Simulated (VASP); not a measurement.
# AlGa2N3 (I-4m2) in VASP: relaxation of cell and atoms with PBE

Aim: the relaxation of cell and atoms of AlGa2N3 with PBE.

All numbers are computed with VASP 6.6.1; they aren't measurements. Logs are shortened: lines on timing, memory, paths and dates and some standing lists are left out, and cuts for length are marked.

## Step 1: The cell of the first run

It takes space group I-4m2 (No. 119, tetragonal). The conventional cell has a = 3.185 Å, b = 3.185 Å, c = 13.472 Å, α = 90.00°, β = 90.00°, γ = 90.00°. Within 2.5 Å of Al (site symmetry -4m2) lie 4 N at 1.91 Å. Ga (site symmetry 2mm) has 4 N at 1.96 to 1.97 Å within 2.6 Å. Within 2.5 Å of N (site symmetry 2mm) lie 2 Al at 1.91 Å and 2 Ga at 1.97 Å. Within 2.6 Å of N (site symmetry -4m2) lie 4 Ga at 1.96 Å.

## Step 2: Relaxation of cell and atoms, PBE

INCAR reads:

```
PREC     = Accurate       # precision mode
ENCUT    = 600            # plane-wave cutoff, eV
EDIFF    = 1E-6           # SCF threshold, eV
ISMEAR   = 0              # smearing method
SIGMA    = 0.01           # smearing width, eV
LREAL    = False          # projectors in reciprocal space
LASPH    = True           # aspherical terms in the spheres
NELM     = 80             # most SCF steps
ALGO     = Normal         # electronic algorithm
ISIF     = 3              # what is computed and relaxed
LWAVE    = False          # write WAVECAR
LCHARG   = False          # write CHGCAR
GGA      = PE             # functional
IBRION   = 2              # ionic algorithm
NSW      = 80             # ionic steps
EDIFFG   = -0.001         # ionic threshold
```

KPOINTS reads:

```
regular mesh
0
Gamma
  12 12 12
```

POSCAR reads:

```
AlGa2N3
1.0
   -1.5923198453      1.5923198453      6.7358121300
    1.5923198453     -1.5923198453      6.7358121300
    1.5923198453      1.5923198453     -6.7358121300
Al Ga N
1 2 3
Direct
    0.5000000000      0.5000000000      0.0000000000
    0.8353917906      0.8353917906      0.0000000000
    0.1646082094      0.1646082094      0.0000000000
    0.4215164667      0.9215164667      0.5000000000
    0.0784835333      0.5784835333      0.5000000000
    0.7500000000      0.2500000000      0.5000000000
```

Potentials or basis: VASP PAW PBE potentials, release 64 (Al, Ga_d, N).

The run is started by

```
cat potpaw_PBE.64/Al/POTCAR potpaw_PBE.64/Ga_d/POTCAR potpaw_PBE.64/N/POTCAR > POTCAR
mpirun -np 1 vasp_std > vasp.out
```

OUTCAR:

```text
PREC = Accurate
   ENCUT = 600
   EDIFF = 1E-6
   ISMEAR = 0
   LREAL = False
   LASPH = True
   NELM = 80
   ISIF = 3
   GGA = PE
   IBRION = 2
   NSW = 80
   EDIFFG = -0.001

 ion  position               nearest neighbor table
   1  0.500  0.500  0.000-   5 1.91   4 1.91   5 1.91   4 1.91
   2  0.835  0.835  0.000-   6 1.96   6 1.96   4 1.97   4 1.97
   3  0.165  0.165  0.000-   6 1.96   6 1.96   5 1.97   5 1.97
   4  0.422  0.922  0.500-   1 1.91   1 1.91   2 1.97   2 1.97
   5  0.078  0.578  0.500-   1 1.91   1 1.91   3 1.97   3 1.97
   6  0.750  0.250  0.500-   3 1.96   2 1.96   2 1.96   3 1.96

  LATTYP: Found a body centered tetragonal cell.
 ALAT       =     3.1846396906
 C/A-ratio  =     4.2301878921

  Lattice vectors:

 A1 = (  -1.5923198453,   1.5923198453,   6.7358121300)
 A2 = (   1.5923198453,  -1.5923198453,   6.7358121300)
 A3 = (   1.5923198453,   1.5923198453,  -6.7358121300)

Analysis of symmetry for initial positions (statically):
=====================================================================
 Subroutine PRICEL returns:
 Original cell was already a primitive cell.

 Routine SETGRP: Setting up the symmetry group for a
 body centered tetragonal supercell.

 Subroutine GETGRP returns: Found  8 space group operations
 (whereof  8 operations were pure point group operations)
 out of a pool of 16 trial point group operations.

The static configuration has the point symmetry D_2d.

Analysis of symmetry for dynamics (positions and initial velocities):
=====================================================================
 Subroutine PRICEL returns:
 Original cell was already a primitive cell.

 Routine SETGRP: Setting up the symmetry group for a
 body centered tetragonal supercell.

 Subroutine GETGRP returns: Found  8 space group operations
 (whereof  8 operations were pure point group operations)
 out of a pool of 16 trial point group operations.

The dynamic configuration has the point symmetry D_2d.

 Subroutine INISYM returns: Found  8 space group operations
 (whereof  8 operations are pure point group operations),
 and found     1 'primitive' translations

----------------------------------------------------------------------------------------

                                     Primitive cell

  volume of cell :      68.3141

  direct lattice vectors                    reciprocal lattice vectors
    -1.592319845  1.592319845  6.735812130     0.000000000  0.314007265  0.074230099
     1.592319845 -1.592319845  6.735812130     0.314007265  0.000000000  0.074230099
     1.592319845  1.592319845 -6.735812130     0.314007265  0.314007265  0.000000000

  length of vectors
     7.102262318  7.102262318  7.102262318     0.322661851  0.322661851  0.444073333

  position of ions in fractional coordinates (direct lattice)
     0.500000000  0.500000000  0.000000000
     0.835391791  0.835391791  0.000000000
     0.164608209  0.164608209  0.000000000
     0.421516467  0.921516467  0.500000000
     0.078483533  0.578483533  0.500000000
     0.750000000  0.250000000  0.500000000

  ion indices of the primitive-cell ions
   primitive index   ion index
                 1           1
                 2           2
                 3           3
                 4           4
                 5           5
                 6           6

----------------------------------------------------------------------------------------

 KPOINTS: regular mesh

Automatic generation of k-mesh.
 Grid dimensions read from file:
 generate k-points for:   12   12   12

 Generating k-lattice:

  Cartesian coordinates                     Fractional coordinates (reciprocal lattice)
     0.000000000  0.026167272  0.006185842     0.083333333  0.000000000 -0.000000000
     0.026167272  0.000000000  0.006185842     0.000000000  0.083333333 -0.000000000
     0.026167272  0.026167272  0.000000000     0.000000000  0.000000000  0.083333333

  Length of vectors
     0.026888488  0.026888488  0.037006111

  Shift w.r.t. Gamma in fractional coordinates (k-lattice)
     0.000000000  0.000000000  0.000000000

 Subroutine IBZKPT returns following result:
 ===========================================

 Found    163 irreducible k-points:

 Following reciprocal coordinates:
            Coordinates               Weight
  0.000000  0.000000  0.000000      1.000000
  0.083333  0.000000 -0.000000      8.000000
  0.166667  0.000000  0.000000      8.000000
  0.250000  0.000000  0.000000      8.000000
  0.333333  0.000000  0.000000      8.000000
  0.416667  0.000000  0.000000      8.000000
[... 16 lines left out ...]
  0.500000  0.166667  0.000000     16.000000
 -0.416667  0.166667  0.000000     16.000000
 [... further k-points ...]
   k-points           NKPTS =    163   k-points in BZ     NKDIM =    163   number of bands    NBANDS=     26
   number of dos      NEDOS =    301   number of ions     NIONS =      6
   total plane-waves  NPLWV = 216000
   dimension x,y,z NGX =    60 NGY =   60 NGZ =   60
   dimension x,y,z NGXF=   120 NGYF=  120 NGZF=  120
   ions per type =               1   2   3
   NGX,Y,Z   is equivalent  to a cutoff of  14.04, 14.04, 14.04 a.u.
   NGXF,Y,Z  is equivalent  to a cutoff of  28.09, 28.09, 28.09 a.u.
 SYSTEM =  unknown system
   PREC   = accura    normal or accurate (medium, high low for compatibility)
   ISTART =      0    job   : 0-new  1-cont  2-samecut
   ICHARG =      2    charge: 1-file 2-atom 10-const
   ISPIN  =      1    spin polarized calculation?
   LNONCOLLINEAR =      F non collinear calculations
   LSORBIT =      F    spin-orbit coupling
   LASPH  =      T    aspherical Exc in radial PAW
   ENCUT  =  600.0 eV  44.10 Ry    6.64 a.u.  14.18 14.18 14.18*2*pi/ulx,y,z
   NELM   =     80;   NELMIN=  2; NELMDL= -5     # of ELM steps
   EDIFF  = 0.1E-05   stopping-criterion for ELM
   LREAL  =      F    real-space projection
   EDIFFG = -.1E-02   stopping-criterion for IOM
   NSW    =     80    number of steps for IOM
   IBRION =      2    ionic relax: 0-MD 1-quasi-New 2-CG
   NFREE  =      1    steps in history (QN), initial steepest desc. (CG)
   ISIF   =      3    stress and relaxation
   ISYM   =      2    0-nonsym 1-usesym 2-fastsym
   POTIM  = 0.5000    time-step for ionic-motion
   TEBEG  =    0.0;   TEEND  =   0.0 temperature during run
   PSTRESS=    0.0 pullay stress
   NELECT =      44.0000    total number of electrons
   NUPDOWN=      -1.0000    fix difference up-down
   EMIN   =  10.00;   EMAX   =-10.00  energy-range for DOS
   EFERMI =   0.00;   METHOD = LEGACY
   ISMEAR =     0;   SIGMA  =   0.01  broadening in eV -4-tet -1-fermi 0-gaus
   EFERMI_NEDOS =   21; number of points for ismear=-14 and -15
   IALGO  =     38    algorithm
   IMIX   =      4    mixing-type and parameters
     AMIX     =   0.40;   BMIX     =  1.00
     AMIX_MAG =   1.60;   BMIX_MAG =  1.00
  volume/ion in A,a.u.               =      11.39        76.83
  Fermi-wavevector in a.u.,A,eV,Ry     =   1.413803  2.671700 27.195850  1.998839
  Thomas-Fermi vector in A             =   2.535411
   LORBIT       =      0    0 simple, 1 ext, 2 COOP (PROOUT), +10 PAW based schemes
   GGA     = PE    functional components
   LHFCALC =     F    Hartree Fock is set to
   AEXX    =    0.0000 exact exchange contribution
   IVDW    =     0    specifies the selected vdW correction
   LEPSILON=     F    determine dielectric tensor
   LRPA    =     F    only Hartree local field effects (RPA)
 conjugate gradient relaxation of ions
 non-spin polarized calculation
 Gauss-broadening in eV      SIGMA  =   0.01
  energy-cutoff  :      600.00
  volume of cell :       68.31
 maximum number of plane-waves:      2300
 NGX is ok and might be reduce to    60
   NGX = 29   NGY = 29   NGZ = 29

--------------------------------------- Ionic step        1  -------------------------------------------

 number of electron      43.9999995 magnetization

 Free energy of the ion-electron system (eV)
  ---------------------------------------------------
  ext. energy  EPLUGINS =         0.00000000
  ---------------------------------------------------
  free energy    TOTEN  =       -39.14300740 eV

  energy without entropy =      -39.14300740  energy(sigma->0) =      -39.14300740

------------------------ aborting loop because EDIFF is reached ----------------------------------------

  FORCE on cell =-STRESS in cart. coord.  units (eV):
  Direction    XX          YY          ZZ          XY          YZ          ZX
  --------------------------------------------------------------------------------------
  -------------------------------------------------------------------------------------
  Total       -0.0782884     -0.0782884     -0.0779409      0.0000000      0.0000000      0.0000000
  in kB       -1.8361039     -1.8361039     -1.8279554      0.0000000      0.0000000      0.0000000
  external PRESSURE =      -1.8333878 kB  Pullay stress =       0.0000000 kB
[... 101 lines left out ...]
  FREE ENERGIE OF THE ION-ELECTRON SYSTEM (eV)
  ---------------------------------------------------
  free  energy   TOTEN  =       -39.1430651403 eV

  energy  without entropy=      -39.1430651403  energy(sigma->0) =      -39.14306514

[... ionic steps 4 to 9 ...]

--------------------------------------- Ionic step       10  -------------------------------------------

 number of electron      43.9999996 magnetization

------------------------ aborting loop because EDIFF is reached ----------------------------------------

  FORCE on cell =-STRESS in cart. coord.  units (eV):
  Direction    XX          YY          ZZ          XY          YZ          ZX
  --------------------------------------------------------------------------------------
  -------------------------------------------------------------------------------------
  Total        0.0346568      0.0346568      0.0314399      0.0000000      0.0000000      0.0000000
  in kB        0.8137317      0.8137317      0.7381992      0.0000000      0.0000000      0.0000000
  external PRESSURE =       0.7885542 kB  Pullay stress =       0.0000000 kB
[... 65 lines left out ...]
  energy  without entropy=      -39.1430709130  energy(sigma->0) =      -39.14307091

--------------------------------------- Ionic step       12  -------------------------------------------

 number of electron      43.9999996 magnetization

 Free energy of the ion-electron system (eV)
  ---------------------------------------------------
  ext. energy  EPLUGINS =         0.00000000
  ---------------------------------------------------
  free energy    TOTEN  =       -39.14307083 eV

  energy without entropy =      -39.14307083  energy(sigma->0) =      -39.14307083

 E-fermi :   5.3827     XC(G=0): -11.3195

 val. band max:        5.2775673170   @ k =   0.0000   0.0000   0.0000
 cond. band min:       7.5335119635   @ k =   0.0000   0.0000   0.0000
 fundamental gap:      2.2559446465
 Fermi energy:         5.3827122582

 k-point     1 :       0.0000    0.0000    0.0000
  band No.  band energies     occupation
      1     -10.2045      2.00000
      2      -9.3752      2.00000
      3      -8.8711      2.00000
      4      -7.8910      2.00000
      5      -7.8910      2.00000
      6      -7.8401      2.00000
[... 685 lines left out ...]
     25      11.8839      0.00000
     26      12.6773      0.00000

 [... further k-points ...]

------------------------ aborting loop because EDIFF is reached ----------------------------------------

  FORCE on cell =-STRESS in cart. coord.  units (eV):
  Direction    XX          YY          ZZ          XY          YZ          ZX
  --------------------------------------------------------------------------------------
  -------------------------------------------------------------------------------------
  Total        0.0009347      0.0009347     -0.0046452      0.0000000      0.0000000      0.0000000
  in kB        0.0219451      0.0219451     -0.1090598      0.0000000      0.0000000      0.0000000
  external PRESSURE =      -0.0217232 kB  Pullay stress =       0.0000000 kB
[... 21 lines left out ...]
  FREE ENERGIE OF THE ION-ELECTRON SYSTEM (eV)
  ---------------------------------------------------
  free  energy   TOTEN  =       -39.1430708319 eV

  energy  without entropy=      -39.1430708319  energy(sigma->0) =      -39.14307083

 reached required accuracy - stopping structural energy minimisation
```

Wall time 2.3 h (1 thread of Oxide Virtual Turin-like, shared host); peak memory 0.74 GiB.

Results:

* Free energy: -39.1431 eV
* Relaxed volume: 11.37 Å³/atom
* Relaxed cell: a = 7.099 Å, b = 7.099 Å, c = 7.099 Å, α = 154.09°, β = 154.09°, γ = 36.97°
* Space group after relaxing (to 0.1 Å): I-4m2 (No. 119)
* Energy gained by relaxing: 0.0 meV/atom
* Ionic steps: 12
* Pressure after relaxing: 0.0 GPa
* Band gap on the k mesh: 2.26 eV

Final structure:
```xyz
6
Lattice="-1.5918 1.5918 6.7332 1.5918 -1.5918 6.7332 1.5918 1.5918 -6.7332" Properties=species:S:1:pos:R:3 pbc="T T T"
Al    0.0000    0.0000    6.7332
Ga    0.0000    0.0000   11.2498
Ga    1.5918    1.5918   -4.5166
N     1.5918    0.0000    5.6774
N     1.5918    0.0000    1.0557
N     0.0000    1.5918    3.3666
```

Levels at points of the mesh, in eV from the valence-band top:
```csv
k point,band 19,band 20,band 21,band 22,band 23,band 24,band 25,band 26
"(0.00, 0.00, 0.00)",-1.75,-0.12,0.00,0.00,2.26,4.46,4.49,7.18
"(0.50, 0.00, 0.00)",-1.14,-0.80,-0.77,-0.68,5.05,6.04,7.18,7.58
"(0.50, 0.50, 0.00)",-3.03,-2.99,-2.36,-2.33,3.29,5.18,5.34,6.65
"(0.50, 0.50, 0.50)",-0.92,-0.92,-0.50,-0.50,3.31,4.23,4.45,7.06
```
